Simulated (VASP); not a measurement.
# BiAu in VASP: notebook

BiAu is run at these levels: PBE; tasks: single point.

Everything below comes from runs of VASP 6.6.1. Logs are shortened: lines on timing, memory, paths and dates and some standing lists are left out, and cuts for length are marked.

### 1 The cell of the first run

Symmetry: I4mm, No. 107, tetragonal system. Conventional cell: a = 4.200 Å, b = 4.200 Å, c = 5.939 Å, α = 90.00°, β = 90.00°, γ = 90.00°. Au (site symmetry 4mm) has 6 Bi at 2.85 to 3.09 Å within 3.8 Å. Within 3.8 Å of Bi (site symmetry 4mm) lie 6 Au at 2.85 to 3.09 Å.

### 2 Single point, PBE (atom 2 (Bi) moved 0.12 Å along x)

Input file INCAR:

```
ALGO     = Normal         # electronic algorithm
EDIFF    = 1E-6           # SCF threshold, eV
ENCUT    = 520            # plane-wave cutoff, eV
GGA      = PE             # functional
ISIF     = 2              # what is computed and relaxed
ISMEAR   = 0              # smearing method
LASPH    = True           # aspherical terms in the spheres
LCHARG   = False          # write CHGCAR
LREAL    = False          # projectors in reciprocal space
LWAVE    = False          # write WAVECAR
NBANDS   = 20             # bands
NELM     = 100            # most SCF steps
PREC     = Accurate       # precision mode
SIGMA    = 0.05           # smearing width, eV
```

Input file KPOINTS:

```
k-points
0
Gamma
  10 10 10
```

Input file POSCAR:

```
BiAu
1.0
    0.0000000000      2.9697432856      2.9697432856
    2.9697432856      0.0000000000      2.9697432856
    2.9697432856      2.9697432856      0.0000000000
Au Bi
1 1
Direct
    0.5000000000      0.5000000000      0.5000000000
   -0.0202037665      0.0202037665      0.0202037665
```

Potentials or basis: VASP PAW PBE potentials, release 64 (Au, Bi_d).

On the command line:

```
$ cat potpaw_PBE.64/Au/POTCAR potpaw_PBE.64/Bi_d/POTCAR > POTCAR
$ mpirun -np 1 vasp_std > vasp.out
```

OUTCAR:

```text
EDIFF = 1E-6
   ENCUT = 520
   GGA = PE
   ISIF = 2
   ISMEAR = 0
   LASPH = True
   LREAL = False
   NELM = 100
   PREC = Accurate

 ion  position               nearest neighbor table
   1  0.500  0.500  0.500-   2 2.85   2 2.97   2 2.97   2 2.97   2 2.97   2 3.09
   2  0.980  0.020  0.020-   1 2.85   1 2.97   1 2.97   1 2.97   1 2.97   1 3.09

  LATTYP: Found a face centered cubic cell.
 ALAT       =     5.9394865712

  Lattice vectors:

 A1 = (   0.0000000000,   2.9697432856,   2.9697432856)
 A2 = (   2.9697432856,   0.0000000000,   2.9697432856)
 A3 = (   2.9697432856,   2.9697432856,   0.0000000000)

Analysis of symmetry for initial positions (statically):
=====================================================================
 Subroutine PRICEL returns:
 Original cell was already a primitive cell.

 Routine SETGRP: Setting up the symmetry group for a
 face centered cubic supercell.

 Subroutine GETGRP returns: Found  8 space group operations
 (whereof  8 operations were pure point group operations)
 out of a pool of 48 trial point group operations.

The static configuration has the point symmetry C_4v.

Analysis of symmetry for dynamics (positions and initial velocities):
=====================================================================
 Subroutine PRICEL returns:
 Original cell was already a primitive cell.

 Routine SETGRP: Setting up the symmetry group for a
 face centered cubic supercell.

 Subroutine GETGRP returns: Found  8 space group operations
 (whereof  8 operations were pure point group operations)
 out of a pool of 48 trial point group operations.

The dynamic configuration has the point symmetry C_4v.

 Subroutine INISYM returns: Found  8 space group operations
 (whereof  8 operations are pure point group operations),
 and found     1 'primitive' translations

----------------------------------------------------------------------------------------

                                     Primitive cell

  volume of cell :      52.3826

  direct lattice vectors                    reciprocal lattice vectors
     0.000000000  2.969743286  2.969743286    -0.168364721  0.168364721  0.168364721
     2.969743286  0.000000000  2.969743286     0.168364721 -0.168364721  0.168364721
     2.969743286  2.969743286  0.000000000     0.168364721  0.168364721 -0.168364721

  length of vectors
     4.199851231  4.199851231  4.199851231     0.291616251  0.291616251  0.291616251

[... 70 lines left out ...]
 SYSTEM =  unknown system
   PREC   = accura    normal or accurate (medium, high low for compatibility)
   ISTART =      0    job   : 0-new  1-cont  2-samecut
   ICHARG =      2    charge: 1-file 2-atom 10-const
   ISPIN  =      1    spin polarized calculation?
   LNONCOLLINEAR =      F non collinear calculations
   LSORBIT =      F    spin-orbit coupling
   LASPH  =      T    aspherical Exc in radial PAW
   ENCUT  =  520.0 eV  38.22 Ry    6.18 a.u.   7.81  7.81  7.81*2*pi/ulx,y,z
   NELM   =    100;   NELMIN=  2; NELMDL= -5     # of ELM steps
   EDIFF  = 0.1E-05   stopping-criterion for ELM
   LREAL  =      F    real-space projection
   EDIFFG = 0.1E-04   stopping-criterion for IOM
   NSW    =      0    number of steps for IOM
   IBRION =     -1    ionic relax: 0-MD 1-quasi-New 2-CG
   NFREE  =      0    steps in history (QN), initial steepest desc. (CG)
   ISIF   =      2    stress and relaxation
   ISYM   =      2    0-nonsym 1-usesym 2-fastsym
   POTIM  = 0.5000    time-step for ionic-motion
   TEBEG  =    0.0;   TEEND  =   0.0 temperature during run
   PSTRESS=    0.0 pullay stress
   NELECT =      26.0000    total number of electrons
   NUPDOWN=      -1.0000    fix difference up-down
   EMIN   =  10.00;   EMAX   =-10.00  energy-range for DOS
   EFERMI =   0.00;   METHOD = LEGACY
   ISMEAR =     0;   SIGMA  =   0.05  broadening in eV -4-tet -1-fermi 0-gaus
   EFERMI_NEDOS =   21; number of points for ismear=-14 and -15
   IALGO  =     38    algorithm
   IMIX   =      4    mixing-type and parameters
     AMIX     =   0.40;   BMIX     =  1.00
     AMIX_MAG =   1.60;   BMIX_MAG =  1.00
  volume/ion in A,a.u.               =      26.19       176.75
  Fermi-wavevector in a.u.,A,eV,Ry     =   1.296195  2.449454 22.859444  1.680122
  Thomas-Fermi vector in A             =   2.427667
   LORBIT       =      0    0 simple, 1 ext, 2 COOP (PROOUT), +10 PAW based schemes
   GGA     = PE    functional components
   LHFCALC =     F    Hartree Fock is set to
   AEXX    =    0.0000 exact exchange contribution
   IVDW    =     0    specifies the selected vdW correction
   LEPSILON=     F    determine dielectric tensor
   LRPA    =     F    only Hartree local field effects (RPA)
 non-spin polarized calculation
 Gauss-broadening in eV      SIGMA  =   0.05
  energy-cutoff  :      520.00
  volume of cell :       52.38
 maximum number of plane-waves:      1423
   NGX = 15   NGY = 15   NGZ = 15

 number of electron      25.9999999 magnetization

 Free energy of the ion-electron system (eV)
  ---------------------------------------------------
  ext. energy  EPLUGINS =         0.00000000
  ---------------------------------------------------
  free energy    TOTEN  =        -7.11379670 eV

  energy without entropy =       -7.11300507  energy(sigma->0) =       -7.11340089

 E-fermi :   7.3426     XC(G=0): -10.6292

 val. band max:        7.2926838325   @ k =   0.5000   0.2000   0.0000
 cond. band min:       7.3882198101   @ k =   0.5000   0.2000   0.1000
 fundamental gap:      0.0955359776
 Fermi energy:         7.3425682562

 k-point     1 :       0.0000    0.0000    0.0000
  band No.  band energies     occupation
      1     -15.5917      2.00000
      2     -15.5888      2.00000
      3     -15.5688      2.00000
      4     -15.5688      2.00000
      5     -15.5688      2.00000
      6      -5.0728      2.00000
[... 541 lines left out ...]
     19      16.2807      0.00000
     20      16.8298      0.00000

 [... further k-points ...]
[... 5 lines left out ...]
  --------------------------------------------------------------------------------------
  -------------------------------------------------------------------------------------
  Total        0.3501936     -0.0197550     -0.0197550      0.0000000      0.0000000      0.0000000
  in kB       10.7110515     -0.6042287     -0.6042287      0.0000000      0.0000000      0.0000000
  external PRESSURE =       3.1675314 kB  Pullay stress =       0.0000000 kB

 VOLUME and BASIS-vectors are now :
 -----------------------------------------------------------------------------
  energy-cutoff  :      520.00
  volume of cell :       52.38
      direct lattice vectors                 reciprocal lattice vectors
     0.000000000  2.969743286  2.969743286    -0.168364721  0.168364721  0.168364721
     2.969743286  0.000000000  2.969743286     0.168364721 -0.168364721  0.168364721
     2.969743286  2.969743286  0.000000000     0.168364721  0.168364721 -0.168364721

 POSITION                                       TOTAL-FORCE (eV/Angst)
 -----------------------------------------------------------------------------------
      2.96974      2.96974      2.96974         0.403959      0.000000      0.000000
      0.12000      2.96974      2.96974        -0.403959      0.000000      0.000000
 -----------------------------------------------------------------------------------
    total drift:                               -0.000718     -0.000000     -0.000000

  FREE ENERGIE OF THE ION-ELECTRON SYSTEM (eV)
  ---------------------------------------------------
  free  energy   TOTEN  =        -7.1137966994 eV

  energy  without entropy=       -7.1130050727  energy(sigma->0) =       -7.11340089
```

OSZICAR:

```text
N       E                     dE             d eps       ncg     rms          rms(c)
DAV:   1     0.222865104625E+03    0.22287E+03   -0.13364E+04  4080   0.149E+03
DAV:   2     0.715405662955E+01   -0.21571E+03   -0.20763E+03  4124   0.389E+02
DAV:   3    -0.708853388496E+01   -0.14243E+02   -0.14113E+02  4736   0.103E+02
DAV:   4    -0.743178050116E+01   -0.34325E+00   -0.34280E+00  4652   0.160E+01
DAV:   5    -0.744579955734E+01   -0.14019E-01   -0.14018E-01  5404   0.323E+00    0.465E+00
DAV:   6    -0.713297589509E+01    0.31282E+00   -0.14621E+00  4412   0.834E+00    0.333E+00
DAV:   7    -0.711885536143E+01    0.14121E-01   -0.48075E-02  4664   0.217E+00    0.182E+00
DAV:   8    -0.711415106836E+01    0.47043E-02   -0.16468E-02  5176   0.119E+00    0.173E-01
DAV:   9    -0.711381177669E+01    0.33929E-03   -0.13011E-03  5160   0.425E-01    0.908E-02
DAV:  10    -0.711379282129E+01    0.18955E-04   -0.31096E-04  4816   0.181E-01    0.148E-02
DAV:  11    -0.711379606552E+01   -0.32442E-05   -0.72768E-06  4624   0.276E-02    0.418E-03
DAV:  12    -0.711379669941E+01   -0.63388E-06   -0.65381E-07  2756   0.903E-03
   1 F= -.71137967E+01 E0= -.71134009E+01  d E =-.791627E-03
```

Run time: 49 s. Hardware: 1 thread of Intel Xeon Platinum 8375C at 2.90GHz (Ice Lake), shared host; peak memory 0.25 GiB.

Results:

```yaml
Free_energy: -7.1138 eV
Pressure: 0.3 GPa
Largest_force: 0.404 eV/Å
Band_gap_on_the_k_mesh: zero (band 13 reaches 10.05 eV, above the bottom of band 14 at 5.30 eV)
```

Forces on the atoms (eV/Å):
```
Au   0.404  0.000  0.000
Bi  -0.404  0.000  0.000
```

Stress tensor (GPa, compression positive):
```
 1.07  0.00  0.00
 0.00 -0.06  0.00
 0.00  0.00 -0.06
```

Levels at points of the mesh, in eV from the Fermi level:
```csv
k point,band 10,band 11,band 12,band 13,band 14,band 15,band 16,band 17
"(0.00, 0.00, 0.00)",-4.28,-4.25,0.75,1.03,1.03,1.05,7.49,8.57
"(0.50, 0.00, 0.00)",-3.99,-3.99,-3.57,2.70,2.84,3.35,5.08,5.12
"(0.50, 0.50, 0.00)",-3.84,-3.82,-3.21,-1.45,-1.29,-1.16,5.93,11.17
"(0.00, 0.50, 0.50)",-3.83,-3.83,-3.21,-1.33,-1.33,-1.27,5.96,11.17
```

Caveat: the cell differs from its parent crystal (atom 2 (Bi) moved 0.12 Å along x); spin-orbit coupling is left out, which moves the levels of the heavy elements.

(Continued in part 2 of 2.)
